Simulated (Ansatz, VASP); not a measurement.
One calculation of ZnO, two programs

File INCAR:

```
PREC = Accurate
ENCUT = 600
EDIFF = 1E-6
ISMEAR = -1
SIGMA = 0.05
LREAL = F
LASPH = T
NELM = 120
ALGO = Normal
ISIF = 2
LWAVE = F
LCHARG = F
GGA = PE
NBANDS = 16
GGA_COMPAT = F
```

File KPOINTS:

```
Automatic mesh
0
Gamma
  10 10 10
```

Contents of POSCAR:

```
ZnO
1.0
    2.6701677785      0.0000000000      0.0000000000
    0.0000000000      2.6701677785      0.0000000000
    0.0000000000      0.0000000000      2.6701677785
Zn O
1 1
Direct
    0.0000000000      0.0000000000      0.0000000000
    0.5000000000      0.5000000000      0.5000000000
```

The input input.yaml:

```yaml
crystal:
  lattice:
    - [2.6701677785, 0.0, 0.0]
    - [0.0, 2.6701677785, 0.0]
    - [0.0, 0.0, 2.6701677785]
  atoms:
    - { symbol: Zn, position: [0.0, 0.0, 0.0] }
    - { symbol: O, position: [0.5, 0.5, 0.5] }
hamiltonian:
  xc: pbe
  pseudopotentials: { kind: paw, azcp: { folder: soft_1 } }
kpoints:
  mp_grid: { grid: [10, 10, 10] }
scf:
  occupations: { method: fermi_dirac, width: 0.05 }
output:
  forces: true
  stress: true
  eigenvalues: true
  write_density: true
  write_potential: true
  elf: true
  volumetric_format: npy
```

Alike in both runs: task single point; functional PBE; k mesh 10 × 10 × 10; occupations fermi-dirac, width 0.05 eV; no spin polarisation.

|  | VASP | Ansatz |
| --- | --- | --- |
| version | VASP 6.6.1 | Ansatz 0.2.0 |
| potentials or method | VASP PAW PBE potentials, release 64 (Zn, O) | Ansatz PAW soft_1 |
| plane-wave cutoff (eV) | 600 | 420 |
| valence electrons in the cell | 18 | 18 |

|  | VASP | Ansatz | Ansatz less VASP |
| --- | --- | --- | --- |
| gap on the k mesh at the Fermi level (eV) | none | none | - |
| pressure (GPa) | 3.8 | 3.3 | -0.56 |

A gap of «none» marks a metal or a gap that the smearing closes.
